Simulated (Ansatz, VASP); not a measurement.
## Sb in VASP and in Ansatz

```
Sb
1.0
     2.16131    1.24783    3.69013
    -2.16131    1.24783    3.69013
     0.00000   -2.49567    3.69013
Sb
2
Direct
  0.23554 0.23554 0.23554
  0.76446 0.76446 0.76446
```

Alike in both runs: functional PBEsol; k mesh 10 × 10 × 10; occupations fermi-dirac, width 0.05 eV; no spin polarisation.

Ansatz relaxed the structure, and its values are those at the end. VASP's run is a single point on that final structure, the one shown.

```csv
,VASP,Ansatz
version,VASP 6.6.1,Ansatz 0.2.0
potentials or method,"VASP PAW PBE potentials, release 64 (Sb)","PAW with Ansatz's default frozen-core files, scalar-relativistic"
plane-wave cutoff (eV),500,420
valence electrons in the cell,10,30
```

Ansatz gave:

```
pressure (GPa)                     : 0.0
rms of the force components (eV/Å) : 0.000
```

Problem. Estimate VASP's values.

Solution. Pressure (GPa): 0.2; rms of the force components (eV/Å): 0.028.

VASP's potentials were made for PBE, not for PBEsol. VASP's potentials hold 10 valence electrons a cell and Ansatz's 30, so a difference there can come from the potentials and not from the codes.

Neither program's run includes spin-orbit coupling.
